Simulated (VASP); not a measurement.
# InSb (F-43m) in VASP: notebook

The runs below take InSb through electric field gradients, density of states, with LDA.

Program: VASP 6.6.1. These are calculated values, not measurements. Logs are shortened: lines on timing, memory, paths and dates and some standing lists are left out, and cuts for length are marked.

## Step 1: The cell of the first run

It takes space group F-43m (No. 216, cubic). The conventional cell has a = 6.605 Å, b = 6.605 Å, c = 6.605 Å, α = 90.00°, β = 90.00°, γ = 90.00°. In (site symmetry -43m) has 4 Sb at 2.86 Å within 3.8 Å. Within 3.8 Å of Sb (site symmetry -43m) lie 4 In at 2.86 Å.

## Step 2: Electric field gradients, LDA (volume scaled by 1.06)

INCAR reads:

```
ALGO = Normal ; EDIFF = 1E-8
ENCUT = 520 ; ISIF = 2
ISMEAR = -1 ; LASPH = T
LCHARG = F ; LEFG = T
LREAL = F ; LWAVE = F
NBANDS = 16 ; NELM = 60
PREC = Accurate ; SIGMA = 0.03
```

KPOINTS reads:

```
k-points
0
Gamma
  10 10 10
```

POSCAR reads:

```
InSb
1.0
    0.0000000000      3.3026278931      3.3026278931
    3.3026278931      0.0000000000      3.3026278931
    3.3026278931      3.3026278931      0.0000000000
In Sb
1 1
Direct
    0.0000000000      0.0000000000      0.0000000000
    0.7500000000      0.7500000000      0.7500000000
```

Potentials or basis: VASP PAW LDA potentials, release 64 (In_d, Sb).

On the command line:

```console
$ cat potpaw_LDA.64/In_d/POTCAR potpaw_LDA.64/Sb/POTCAR > POTCAR
$ mpirun -np 1 vasp_std > vasp.out
```

OUTCAR:

```text
EDIFF = 1E-8
   ENCUT = 520
   ISIF = 2
   ISMEAR = -1
   LASPH = T
   LREAL = F
   NELM = 60
   PREC = Accurate

 ion  position               nearest neighbor table
   1  0.000  0.000  0.000-   2 2.86   2 2.86   2 2.86   2 2.86
   2  0.750  0.750  0.750-   1 2.86   1 2.86   1 2.86   1 2.86

  LATTYP: Found a face centered cubic cell.
 ALAT       =     6.6052557862

  Lattice vectors:

 A1 = (   0.0000000000,   3.3026278931,   3.3026278931)
 A2 = (   3.3026278931,   0.0000000000,   3.3026278931)
 A3 = (   3.3026278931,   3.3026278931,   0.0000000000)

Analysis of symmetry for initial positions (statically):
=====================================================================
 Subroutine PRICEL returns:
 Original cell was already a primitive cell.

 Routine SETGRP: Setting up the symmetry group for a
 face centered cubic supercell.

 Subroutine GETGRP returns: Found 24 space group operations
 (whereof 24 operations were pure point group operations)
 out of a pool of 48 trial point group operations.

The static configuration has the point symmetry T_d .

Analysis of symmetry for dynamics (positions and initial velocities):
=====================================================================
 Subroutine PRICEL returns:
 Original cell was already a primitive cell.

 Routine SETGRP: Setting up the symmetry group for a
 face centered cubic supercell.

 Subroutine GETGRP returns: Found 24 space group operations
 (whereof 24 operations were pure point group operations)
 out of a pool of 48 trial point group operations.

The dynamic configuration has the point symmetry T_d .

 Subroutine INISYM returns: Found 24 space group operations
 (whereof 24 operations are pure point group operations),
 and found     1 'primitive' translations

----------------------------------------------------------------------------------------

                                     Primitive cell

  volume of cell :      72.0458

  direct lattice vectors                    reciprocal lattice vectors
     0.000000000  3.302627893  3.302627893    -0.151394591  0.151394591  0.151394591
     3.302627893  0.000000000  3.302627893     0.151394591 -0.151394591  0.151394591
     3.302627893  3.302627893  0.000000000     0.151394591  0.151394591 -0.151394591

  length of vectors
     4.670621158  4.670621158  4.670621158     0.262223124  0.262223124  0.262223124

  position of ions in fractional coordinates (direct lattice)
     0.000000000  0.000000000  0.000000000
     0.750000000  0.750000000  0.750000000

  ion indices of the primitive-cell ions
   primitive index   ion index
                 1           1
                 2           2

----------------------------------------------------------------------------------------

 KPOINTS: k-points

Automatic generation of k-mesh.
 Grid dimensions read from file:
 generate k-points for:   10   10   10

 Generating k-lattice:

  Cartesian coordinates                     Fractional coordinates (reciprocal lattice)
    -0.015139459  0.015139459  0.015139459     0.100000000  0.000000000  0.000000000
     0.015139459 -0.015139459  0.015139459     0.000000000  0.100000000  0.000000000
     0.015139459  0.015139459 -0.015139459     0.000000000  0.000000000  0.100000000

  Length of vectors
     0.026222312  0.026222312  0.026222312

  Shift w.r.t. Gamma in fractional coordinates (k-lattice)
     0.000000000  0.000000000  0.000000000

 Subroutine IBZKPT returns following result:
 ===========================================

 Found     47 irreducible k-points:

 Following reciprocal coordinates:
            Coordinates               Weight
  0.000000  0.000000  0.000000      1.000000
  0.100000  0.000000  0.000000      8.000000
  0.200000  0.000000  0.000000      8.000000
  0.300000  0.000000  0.000000      8.000000
  0.400000  0.000000  0.000000      8.000000
  0.500000  0.000000  0.000000      4.000000
[... 16 lines left out ...]
  0.300000  0.300000  0.000000      6.000000
  0.400000  0.300000  0.000000     24.000000
 [... further k-points ...]
   k-points           NKPTS =     47   k-points in BZ     NKDIM =     47   number of bands    NBANDS=     16
   number of dos      NEDOS =    301   number of ions     NIONS =      2
   total plane-waves  NPLWV =  46656
   dimension x,y,z NGX =    36 NGY =   36 NGZ =   36
   dimension x,y,z NGXF=    72 NGYF=   72 NGZF=   72
   ions per type =               1   1
   NGX,Y,Z   is equivalent  to a cutoff of  12.81, 12.81, 12.81 a.u.
   NGXF,Y,Z  is equivalent  to a cutoff of  25.63, 25.63, 25.63 a.u.
 SYSTEM =  unknown system
   PREC   = accura    normal or accurate (medium, high low for compatibility)
   ISTART =      0    job   : 0-new  1-cont  2-samecut
   ICHARG =      2    charge: 1-file 2-atom 10-const
   ISPIN  =      1    spin polarized calculation?
   LNONCOLLINEAR =      F non collinear calculations
   LSORBIT =      F    spin-orbit coupling
   LASPH  =      T    aspherical Exc in radial PAW
   ENCUT  =  520.0 eV  38.22 Ry    6.18 a.u.   8.68  8.68  8.68*2*pi/ulx,y,z
   NELM   =     60;   NELMIN=  2; NELMDL= -5     # of ELM steps
   EDIFF  = 0.1E-07   stopping-criterion for ELM
   LREAL  =      F    real-space projection
   EDIFFG = 0.1E-06   stopping-criterion for IOM
   NSW    =      0    number of steps for IOM
   IBRION =     -1    ionic relax: 0-MD 1-quasi-New 2-CG
   NFREE  =      0    steps in history (QN), initial steepest desc. (CG)
   ISIF   =      2    stress and relaxation
   ISYM   =      2    0-nonsym 1-usesym 2-fastsym
   POTIM  = 0.5000    time-step for ionic-motion
   TEBEG  =    0.0;   TEEND  =   0.0 temperature during run
   PSTRESS=    0.0 pullay stress
   NELECT =      18.0000    total number of electrons
   NUPDOWN=      -1.0000    fix difference up-down
   EMIN   =  10.00;   EMAX   =-10.00  energy-range for DOS
   EFERMI =   0.00;   METHOD = LEGACY
   ISMEAR =    -1;   SIGMA  =   0.03  broadening in eV -4-tet -1-fermi 0-gaus
   EFERMI_NEDOS =   21; number of points for ismear=-14 and -15
   IALGO  =     38    algorithm
   IMIX   =      4    mixing-type and parameters
     AMIX     =   0.40;   BMIX     =  1.00
     AMIX_MAG =   1.60;   BMIX_MAG =  1.00
  volume/ion in A,a.u.               =      36.02       243.09
  Fermi-wavevector in a.u.,A,eV,Ry     =   1.031089  1.948475 14.464951  1.063144
  Thomas-Fermi vector in A             =   2.165219
   LORBIT       =      0    0 simple, 1 ext, 2 COOP (PROOUT), +10 PAW based schemes
   GGA     = CA    functional components
   LHFCALC =     F    Hartree Fock is set to
   AEXX    =    0.0000 exact exchange contribution
   IVDW    =     0    specifies the selected vdW correction
   LEPSILON=     F    determine dielectric tensor
   LRPA    =     F    only Hartree local field effects (RPA)
 non-spin polarized calculation
  energy-cutoff  :      520.00
  volume of cell :       72.05
 maximum number of plane-waves:      1964
   NGX = 17   NGY = 17   NGZ = 17

 number of electron      18.0000006 magnetization

 Free energy of the ion-electron system (eV)
  ---------------------------------------------------
  ext. energy  EPLUGINS =         0.00000000
  ---------------------------------------------------
  free energy    TOTEN  =        -8.17225840 eV

  energy without entropy =       -8.17210101  energy(sigma->0) =       -8.17217971

 E-fermi :   4.3182     XC(G=0):  -8.7539

 val. band max:        4.2913998553   @ k =   0.0000   0.0000   0.0000
 cond. band min:       4.6147936844   @ k =   0.5000   0.0000   0.0000
 fundamental gap:      0.3233938291
 Fermi energy:         4.3181599746

 k-point     1 :       0.0000    0.0000    0.0000
  band No.  band energies     occupation
      1     -10.1498      2.00000
      2     -10.1498      2.00000
      3     -10.1498      2.00000
      4     -10.0777      2.00000
      5     -10.0777      2.00000
      6      -6.1290      2.00000
[... 8 lines left out ...]
     15      12.4379      0.00000
     16      12.4379      0.00000
[... 419 lines left out ...]
 k-point    24 :       0.4000    0.3000    0.0000
  band No.  band energies     occupation
      1     -10.2024      2.00000
      2     -10.1228      2.00000
      3     -10.1221      2.00000
      4     -10.0885      2.00000
      5     -10.0721      2.00000
      6      -4.8902      2.00000
[... 8 lines left out ...]
     15      13.6946      0.00000
     16      13.9495      0.00000

 [... further k-points ...]

------------------------ aborting loop because EDIFF is reached ----------------------------------------

  FORCE on cell =-STRESS in cart. coord.  units (eV):
  Direction    XX          YY          ZZ          XY          YZ          ZX
  --------------------------------------------------------------------------------------
  -------------------------------------------------------------------------------------
  Total       -1.2327013     -1.2327013     -1.2327013     -0.0000000      0.0000000     -0.0000000
  in kB      -27.4131850    -27.4131850    -27.4131850     -0.0000000      0.0000000     -0.0000000
  external PRESSURE =     -27.4131850 kB  Pullay stress =       0.0000000 kB

 VOLUME and BASIS-vectors are now :
 -----------------------------------------------------------------------------
  energy-cutoff  :      520.00
  volume of cell :       72.05
      direct lattice vectors                 reciprocal lattice vectors
     0.000000000  3.302627893  3.302627893    -0.151394591  0.151394591  0.151394591
     3.302627893  0.000000000  3.302627893     0.151394591 -0.151394591  0.151394591
     3.302627893  3.302627893  0.000000000     0.151394591  0.151394591 -0.151394591

 POSITION                                       TOTAL-FORCE (eV/Angst)
 -----------------------------------------------------------------------------------
      0.00000      0.00000      0.00000        -0.000000     -0.000000     -0.000000
      4.95394      4.95394      4.95394         0.000000      0.000000      0.000000
 -----------------------------------------------------------------------------------
    total drift:                                0.000000      0.000000      0.000000

  FREE ENERGIE OF THE ION-ELECTRON SYSTEM (eV)
  ---------------------------------------------------
  free  energy   TOTEN  =        -8.1722584009 eV

  energy  without entropy=       -8.1721010110  energy(sigma->0) =       -8.17217971

 Electric field gradients (V/A^2)
---------------------------------------------------------------------
 ion       V_xx      V_yy      V_zz      V_xy      V_xz      V_yz
---------------------------------------------------------------------
   1      -0.000     0.000     0.000     0.002     0.002     0.002
   2       0.000    -0.000    -0.000     0.000     0.000     0.000
---------------------------------------------------------------------

 Electric field gradients after diagonalization (V/A^2)
 (convention: |V_zz| > |V_xx| > |V_yy|)
----------------------------------------------------------------------
 ion       V_xx      V_yy      V_zz     asymmetry (V_yy - V_xx)/ V_zz
----------------------------------------------------------------------
   1      -0.002    -0.002     0.005       0.000
   2      -0.000    -0.000     0.000       0.000
----------------------------------------------------------------------

           NMR quadrupolar parameters

 Cq : quadrupolar parameter    Cq=e*Q*V_zz/h
 eta: asymmetry parameters     (V_yy - V_xx)/ V_zz
 Q  : nuclear electric quadrupole moment in mb (millibarn)
----------------------------------------------------------------------
 ion       Cq(MHz)       eta       Q (mb)
----------------------------------------------------------------------
   1       0.000       0.000       1.000
   2       0.000       0.000       1.000
----------------------------------------------------------------------
```

It took 92 s on 1 thread of Intel Xeon 8259CL, shared host; peak memory 0.21 GiB.

What came out:

```yaml
Free_energy: -8.1723 eV
Pressure: -2.7 GPa
Band_gap_on_the_k_mesh: zero (filled and empty bands touch)
```

Levels at points of the mesh, in eV from the Fermi level:
| k point | band 7 | band 8 | band 9 | band 10 | band 11 | band 12 |
| --- | --- | --- | --- | --- | --- | --- |
| (0.00, 0.00, 0.00) | -0.72 | -0.03 | -0.03 | -0.03 | 2.89 | 2.89 |
| (0.50, 0.00, 0.00) | -5.45 | -0.95 | -0.95 | 0.30 | 3.72 | 3.72 |
| (0.50, 0.50, 0.00) | -5.77 | -2.12 | -2.12 | 1.25 | 1.31 | 7.67 |

Caveat: the cell differs from its parent crystal (volume scaled by 1.06); without QUAD_EFG the Cq values of the log hold for a quadrupole moment of 1 mb, not for the nuclei; spin-orbit coupling is left out, which moves the levels of the heavy elements.

## Step 3: Density of states, LDA

This run uses another cell than the first one, of 33.98 Å³/atom, 0.943 times its volume.

POSCAR reads:

```
InSb
1.0
    0.0000000000      3.2391000000      3.2391000000
    3.2391000000      0.0000000000      3.2391000000
    3.2391000000      3.2391000000      0.0000000000
In Sb
1 1
Direct
    0.0000000000      0.0000000000      0.0000000000
    0.7500000000      0.7500000000      0.7500000000
```

INCAR.step1 reads:

```
PREC = Accurate
ENCUT = 520
EDIFF = 1E-6
ISMEAR = -1
SIGMA = 0.03
LREAL = F
LASPH = T
NELM = 60
ALGO = Normal
ISIF = 2
LWAVE = F
LCHARG = T
GGA = CA
NBANDS = 16
```

KPOINTS.step1 reads:

```
regular mesh
0
Gamma
  10 10 10
```

INCAR.step2 reads:

```
PREC = Accurate
ENCUT = 520
EDIFF = 1E-6
ISMEAR = -5
SIGMA = 0.03
LREAL = F
LASPH = T
NELM = 60
ALGO = Normal
ISIF = 2
LWAVE = F
LCHARG = F
GGA = CA
LORBIT = 11
NEDOS = 1001
ICHARG = 11
```

KPOINTS.step2 reads:

```
regular mesh
0
Gamma
  15 15 15
```

Potentials or basis: VASP PAW LDA potentials, release 64 (In_d, Sb).

On the command line:

```console
$ cat potpaw_LDA.64/In_d/POTCAR potpaw_LDA.64/Sb/POTCAR > POTCAR
$ cp INCAR.step1 INCAR
$ cp KPOINTS.step1 KPOINTS
$ mpirun -np 1 vasp_std > vasp.out
$ cp INCAR.step2 INCAR
$ cp KPOINTS.step2 KPOINTS
$ mpirun -np 1 vasp_std > vasp.out
```

Wall time 2.8 min (1 thread of Intel Xeon 8259CL, shared host); peak memory 0.25 GiB.

The run converged. Its results:

```
Valence electrons inside the program's atomic spheres : In 11.47; Sb 2.50
```

Levels at points of the mesh, in eV from the Fermi level:
```tsv
k point	band 5	band 6	band 7	band 8	band 9	band 10	band 11	band 12	band 13
(0.00, 0.00, 0.00)	-14.47	-10.78	-0.36	0.00	0.00	0.00	2.91	2.91	2.91
```

Caveat: spin-orbit coupling is left out, which moves the levels of the heavy elements; tetrahedron occupations give inexact forces and stress in metals.
